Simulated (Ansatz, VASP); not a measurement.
# Mo: VASP beside Ansatz

```
Mo
1.0
     2.81758    0.00000    0.00000
    -1.40879    2.44009    0.00000
     0.00000    0.00000    2.47853
Mo
1
Direct
  0.00000 0.00000 0.50000
```

Change from the starting cell: strain +0.030 along x and y, -0.030 along z, atoms carried along.

Alike in both runs: task single point; functional r2SCAN; k mesh 18 × 18 × 18; occupations gaussian, width 0.15 eV; no spin polarisation.

|  | VASP | Ansatz |
| --- | --- | --- |
| version | VASP 6.6.1 | Ansatz 0.2.0 |
| potentials or method | VASP PAW PBE potentials, release 64 (Mo_sv), cutoff 520 eV | scalar-relativistic, plane waves, PAW |
| valence electrons in the cell | 14 | 14 |

|  | VASP | Ansatz | Ansatz less VASP |
| --- | --- | --- | --- |
| gap on the k mesh at the Fermi level (eV) | none | none | - |
| pressure (GPa) | -4.2 | -5.2 | -0.99 |
| traceless stress, the component that is largest in VASP (GPa) | 7.70 | 7.19 | -0.513 |

VASP's potentials were made for PBE, not for r2SCAN. A gap of «none» marks a metal or a gap that the smearing closes. With one functional, cell and mesh, what is left measures potentials, basis and numerics.
